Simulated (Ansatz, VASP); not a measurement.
# ZrS: VASP beside Ansatz

```
Zr S
1.0
     0.00000    2.49375    2.49375
     2.62500   -0.13125    2.62500
     2.62500    2.62500   -0.13125
Zr S
1 1
Direct
  0.00000 0.00000 0.00000
  0.50000 0.50000 0.50000
```

Change from the starting cell: strain -0.1000 x Voigt [0, 0, 0, 1, 0, 0], atoms carried along.

Alike in both runs: task single point; functional r2SCAN; k mesh 16 × 16 × 16; occupations gaussian, width 0.15 eV; no spin polarisation.

|  | VASP | Ansatz |
| --- | --- | --- |
| version | VASP 6.6.1 | Ansatz 0.2.0 |
| potentials or method | VASP PAW PBE potentials, release 64 (Zr_sv, S), cutoff 520 eV | scalar-relativistic, plane waves, PAW |
| valence electrons in the cell | 18 | 18 |

```tsv
	VASP	Ansatz	Ansatz less VASP
gap on the k mesh at the Fermi level (eV)	none	none	-
pressure (GPa)	-1.5	-1.5	+0.01
traceless stress, the component that is largest in VASP (GPa)	2.63	2.67	+0.037
```

VASP's potentials were made for PBE, not for r2SCAN. A gap of «none» marks a metal or a gap that the smearing closes.
